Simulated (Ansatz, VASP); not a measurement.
**FeO in VASP and in Ansatz**

```
Fe O
1.0
     0.00000    2.16967    2.16967
     2.16967    0.00000    2.16967
     2.16967    2.16967    0.00000
Fe O
1 1
Direct
  0.00000 0.00000 0.00000
  0.50000 0.50000 0.50000
```

Change from the starting cell: volume scaled by 1.02.

Alike in both runs: task single point; functional LDA; k mesh 11 × 11 × 11; occupations fermi-dirac, width 0.05 eV; collinear spin.

|  | VASP | Ansatz |
| --- | --- | --- |
| version | VASP 6.6.1 | Ansatz 0.2.0 |
| potentials or method | VASP PAW LDA potentials, release 64 (Fe, O), cutoff 600 eV | all-electron LAPW, scalar-relativistic |

|  | VASP | Ansatz | Ansatz less VASP |
| --- | --- | --- | --- |
| gap on the k mesh at the Fermi level (eV) | none | none | - |
| pressure (GPa) | -18.6 | -18.6 | +0.08 |
| net moment per atom (μB) | 2.00 | 2.00 | +0.002 |
| size of the moment on the site where the two differ most (μB) | 0.31 | 0.34 | +0.021 |

LDA's correlation is that of Perdew and Zunger in VASP and of Perdew and Wang (1992) in Ansatz. Site moments also hang on the region over which each program counts them. A gap of «none» marks a metal or a gap that the smearing closes. Ansatz ran all-electron here, and VASP with PAW potentials.
